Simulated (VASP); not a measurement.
# CuO in VASP: single point with r2SCAN

Aim: the single point of CuO with r2SCAN.

Program: VASP 6.6.1. These are calculated values, not measurements. Logs are shortened: lines on timing, memory, paths and dates and some standing lists are left out, and cuts for length are marked.

## Step 1: The cell of the first run

The typed cell holds 6 atoms: a = 4.119 Å, b = 4.120 Å, c = 3.847 Å, α = 90.00°, β = 90.00°, γ = 90.00°.

## Step 2: Single point, r2SCAN

The input, POSCAR:

```
CuO
1.0
    4.1194994759     -0.0000317698      0.0000140387
   -0.0000317698      4.1195365618      0.0000073648
    0.0000131166      0.0000068811      3.8467373165
Cu O
3 3
Direct
    0.9999923108      1.0000015625      0.9999998251
    0.0000206767      0.5000000300      0.4999991139
    0.4999977893      0.9999991291      0.5000006332
   -0.0000000107      0.5000001471      0.9999999679
    0.4999948330      0.9999989139      1.0000007276
   -0.0000056191      0.0000002076      0.4999997222
```

The input, INCAR.step1:

```
SYSTEM = CuO
ALGO = Normal ; EDIFF = 1E-4
ENCUT = 520 ; GGA = PE
ISMEAR = -1 ; LASPH = .TRUE.
LCHARG = .FALSE. ; LREAL = .FALSE.
LWAVE = .TRUE. ; NBANDS = 34
NELM = 80 ; PREC = Accurate
SIGMA = 0.05
```

The input, INCAR.step2:

```
SYSTEM = CuO
ALGO = Normal ; EDIFF = 1E-7
ENCUT = 520 ; ISIF = 2
ISMEAR = -1 ; ISTART = 1
LASPH = .TRUE. ; LCHARG = .FALSE.
LMIXTAU = .TRUE. ; LREAL = .FALSE.
LWAVE = .FALSE. ; METAGGA = R2SCAN
NBANDS = 34 ; NELM = 80
PREC = Accurate ; SIGMA = 0.05
```

The input, KPOINTS:

```
k-points
0
G
  7 7 7
  0 0 0
```

Potentials or basis: VASP PAW PBE potentials, release 64 (Cu, O).

Command:

```bash
$ cat potpaw_PBE.64/Cu/POTCAR potpaw_PBE.64/O/POTCAR > POTCAR
$ cp INCAR.step1 INCAR
$ mpirun -np 1 vasp_std > vasp.out
$ cp INCAR.step2 INCAR
$ mpirun -np 1 vasp_std > vasp.out
```

OUTCAR:

```text
SYSTEM = CuO
   EDIFF = 1E-7
   ENCUT = 520
   ISIF = 2
   ISMEAR = -1
   ISTART = 1
   LASPH = .TRUE.
   LREAL = .FALSE.
   METAGGA = R2SCAN
   NELM = 80
   PREC = Accurate

 ion  position               nearest neighbor table
   1  1.000  0.000  1.000-   6 1.92   6 1.92   5 2.06   5 2.06   4 2.06   4 2.06
   2  0.000  0.500  0.500-   4 1.92   4 1.92   6 2.06   6 2.06
   3  0.500  1.000  0.500-   5 1.92   5 1.92   6 2.06   6 2.06
   4  1.000  0.500  1.000-   2 1.92   2 1.92   1 2.06   1 2.06
   5  0.500  1.000  0.000-   3 1.92   3 1.92   1 2.06   1 2.06
   6  1.000  0.000  0.500-   1 1.92   1 1.92   3 2.06   3 2.06   2 2.06   2 2.06

  LATTYP: Found a base centered orthorhombic cell.
 ALAT       =     5.8258333235
 B/A-ratio  =     1.0000154242
 C/A-ratio  =     0.6602896278

  Lattice vectors:

 A1 = (   4.1194994759,  -0.0000317698,   0.0000140387)
 A2 = (  -0.0000317698,   4.1195365618,   0.0000073648)
 A3 = (   0.0000131166,   0.0000068811,   3.8467373165)

Analysis of symmetry for initial positions (statically):
=====================================================================
 Subroutine PRICEL returns:
 Original cell was already a primitive cell.

 Routine SETGRP: Setting up the symmetry group for a
 base centered orthorhombic supercell.

 Subroutine GETGRP returns: Found  2 space group operations
 (whereof  2 operations were pure point group operations)
 out of a pool of  8 trial point group operations.

The static configuration has the point symmetry C_1h.

Analysis of symmetry for dynamics (positions and initial velocities):
=====================================================================
 Subroutine PRICEL returns:
 Original cell was already a primitive cell.

 Routine SETGRP: Setting up the symmetry group for a
 base centered orthorhombic supercell.

 Subroutine GETGRP returns: Found  2 space group operations
 (whereof  2 operations were pure point group operations)
 out of a pool of  8 trial point group operations.

The dynamic configuration has the point symmetry C_1h.

 Subroutine INISYM returns: Found  2 space group operations
 (whereof  2 operations are pure point group operations),
 and found     1 'primitive' translations

----------------------------------------------------------------------------------------

                                     Primitive cell

  volume of cell :      65.2808

  direct lattice vectors                    reciprocal lattice vectors
     4.119499476 -0.000031770  0.000014039     0.242747937  0.000001872 -0.000000828
[... 97 lines left out ...]
   NSW    =      0    number of steps for IOM
   IBRION =     -1    ionic relax: 0-MD 1-quasi-New 2-CG
   NFREE  =      0    steps in history (QN), initial steepest desc. (CG)
   ISIF   =      2    stress and relaxation
   ISYM   =      2    0-nonsym 1-usesym 2-fastsym
   POTIM  = 0.5000    time-step for ionic-motion
   TEBEG  =    0.0;   TEEND  =   0.0 temperature during run
   PSTRESS=    0.0 pullay stress
   NELECT =      51.0000    total number of electrons
   NUPDOWN=      -1.0000    fix difference up-down
   EMIN   =  10.00;   EMAX   =-10.00  energy-range for DOS
   EFERMI =   0.00;   METHOD = LEGACY
   ISMEAR =    -1;   SIGMA  =   0.05  broadening in eV -4-tet -1-fermi 0-gaus
   EFERMI_NEDOS =   21; number of points for ismear=-14 and -15
   IALGO  =     38    algorithm
   IMIX   =      4    mixing-type and parameters
     AMIX     =   0.40;   BMIX     =  1.00
     AMIX_MAG =   1.60;   BMIX_MAG =  1.00
  volume/ion in A,a.u.               =      10.88        73.42
  Fermi-wavevector in a.u.,A,eV,Ry     =   1.507775  2.849281 30.931273  2.273384
  Thomas-Fermi vector in A             =   2.618316
   LORBIT       =      0    0 simple, 1 ext, 2 COOP (PROOUT), +10 PAW based schemes
   METAGGA = R2SCAN    functional components
   LHFCALC =     F    Hartree Fock is set to
   AEXX    =    0.0000 exact exchange contribution
   IVDW    =     0    specifies the selected vdW correction
   LEPSILON=     F    determine dielectric tensor
   LRPA    =     F    only Hartree local field effects (RPA)
 non-spin polarized calculation
  energy-cutoff  :      520.00
  volume of cell :       65.28
 maximum number of plane-waves:      1782
   NGX = 15   NGY = 15   NGZ = 15

 number of electron      50.9999939 magnetization

 Free energy of the ion-electron system (eV)
  ---------------------------------------------------
  ext. energy  EPLUGINS =         0.00000000
  ---------------------------------------------------
  free energy    TOTEN  =       -53.11586856 eV

  energy without entropy =      -53.09118757  energy(sigma->0) =      -53.10352807

 E-fermi :   4.2494     XC(G=0): -12.0291

 val. band max:        4.2250521837   @ k =   0.1429   0.1429   0.4286
 cond. band min:       4.2664074495   @ k =   0.4286   0.2857   0.2857
 fundamental gap:      0.0413552658
 Fermi energy:         4.2493970195

 k-point     1 :       0.0000    0.0000    0.0000
  band No.  band energies     occupation
      1     -16.9566      2.00000
      2     -14.8070      2.00000
      3     -14.3424      2.00000
      4      -2.0633      2.00000
      5      -1.9181      2.00000
      6      -1.9180      2.00000
[... 877 lines left out ...]
     33      16.8264      0.00000
     34      18.0666      0.00000

 [... further k-points ...]

------------------------ aborting loop because EDIFF is reached ----------------------------------------

  FORCE on cell =-STRESS in cart. coord.  units (eV):
  Direction    XX          YY          ZZ          XY          YZ          ZX
  --------------------------------------------------------------------------------------
  -------------------------------------------------------------------------------------
  Total        0.1897595      0.1888048      0.6920359      0.0001727      0.0000016      0.0000030
  in kB        4.6572416      4.6338115     16.9845428      0.0042384      0.0000387      0.0000738
  external PRESSURE =       8.7585320 kB  Pullay stress =       0.0000000 kB

 VOLUME and BASIS-vectors are now :
 -----------------------------------------------------------------------------
  energy-cutoff  :      520.00
  volume of cell :       65.28
      direct lattice vectors                 reciprocal lattice vectors
     4.119499476 -0.000031770  0.000014039     0.242747937  0.000001872 -0.000000828
    -0.000031770  4.119536562  0.000007365     0.000001872  0.242745752 -0.000000434
     0.000013117  0.000006881  3.846737317    -0.000000886 -0.000000465  0.259960563

 POSITION                                       TOTAL-FORCE (eV/Angst)
 -----------------------------------------------------------------------------------
      4.11948     -0.00002      3.84675         0.000085     -0.000064      0.000000
      0.00008      2.05977      1.92337        -0.000068      0.000019     -0.000000
      2.05972      4.11952      1.92339        -0.000065     -0.000004     -0.000000
      4.11950      2.05974      3.84675        -0.000015      0.000027     -0.000000
      2.05970      4.11952      0.00002        -0.000023      0.000025     -0.000000
      4.11948     -0.00003      1.92338         0.000086     -0.000002      0.000000
 -----------------------------------------------------------------------------------
    total drift:                                0.000168     -0.000016     -0.001316

  FREE ENERGIE OF THE ION-ELECTRON SYSTEM (eV)
  ---------------------------------------------------
  free  energy   TOTEN  =       -53.1158685624 eV

  energy  without entropy=      -53.0911875698  energy(sigma->0) =      -53.10352807
```

OUTCAR.step1:

```text
SYSTEM = CuO
   EDIFF = 1E-4
   ENCUT = 520
   GGA = PE
   ISMEAR = -1
   LASPH = .TRUE.
   LREAL = .FALSE.
   NELM = 80
[... 1123 lines left out ...]
      4.11950      2.05974      3.84675         0.000064      0.000056      0.000000
      2.05970      4.11952      0.00002        -0.000099     -0.000021     -0.000000
      4.11948     -0.00003      1.92338         0.000071      0.000013      0.000000
 -----------------------------------------------------------------------------------
    total drift:                                0.000003     -0.000035     -0.001306

  FREE ENERGIE OF THE ION-ELECTRON SYSTEM (eV)
  ---------------------------------------------------
  free  energy   TOTEN  =       -27.8945325995 eV

  energy  without entropy=      -27.8653648597  energy(sigma->0) =      -27.87994873
```

OSZICAR.step1:

```text
N       E                     dE             d eps       ncg     rms          rms(c)
DAV:   1     0.550251105520E+03    0.55025E+03   -0.23655E+04  7032   0.231E+03
DAV:   2     0.590572051492E+02   -0.49119E+03   -0.46110E+03  6850   0.476E+02
DAV:   3    -0.322592674662E+02   -0.91316E+02   -0.85990E+02  8870   0.221E+02
DAV:   4    -0.376855627830E+02   -0.54263E+01   -0.53543E+01 10238   0.581E+01
DAV:   5    -0.377453449766E+02   -0.59782E-01   -0.59685E-01  9790   0.692E+00    0.212E+01
DAV:   6    -0.332980476507E+02    0.44473E+01   -0.68705E+01 10256   0.166E+02    0.176E+01
DAV:   7    -0.281317944862E+02    0.51663E+01   -0.25060E+01  8828   0.126E+02    0.502E+00
DAV:   8    -0.281176859919E+02    0.14108E-01   -0.33110E+00 10150   0.177E+01    0.345E+00
DAV:   9    -0.280539963916E+02    0.63690E-01   -0.40581E-01 10858   0.177E+01    0.334E+00
DAV:  10    -0.279382465435E+02    0.11575E+00   -0.37926E-01 12416   0.200E+01    0.186E+00
DAV:  11    -0.279042837636E+02    0.33963E-01   -0.13105E-01 12110   0.965E+00    0.893E-01
DAV:  12    -0.278945794115E+02    0.97044E-02   -0.46297E-02 10810   0.424E+00    0.212E-01
DAV:  13    -0.278945426088E+02    0.36803E-04   -0.72862E-03 10534   0.109E+00    0.150E-01
DAV:  14    -0.278945325995E+02    0.10009E-04   -0.64822E-04  7562   0.851E-01
   1 F= -.27894533E+02 E0= -.27879949E+02  d E =-.291677E-01
```

Run time: 8.8 min. Hardware: 1 thread of Intel Xeon Platinum 8488C (Sapphire Rapids), shared host; peak memory 0.3 GiB.

Results:

| Item | Value |
| --- | --- |
| Free energy | -53.1159 eV |
| Pressure | 0.9 GPa |
| Band gap on the k mesh | zero (an odd number of electrons rules out a gap without spin polarisation) |

Stress tensor (GPa, compression positive):
```
0.47 0.00 0.00
0.00 0.46 0.00
0.00 0.00 1.70
```

Caveat: the PAW data sets were made with another functional, which shifts forces and pressure a little; an odd number of electrons without spin polarisation forces a metal; a magnetic or distorted state may lie lower; semilocal functionals often make such compounds metallic where correlation or magnetic order opens a gap, which also shifts bond lengths.

The gap in the log of VASP goes by the Fermi energy; the results here count the filled bands.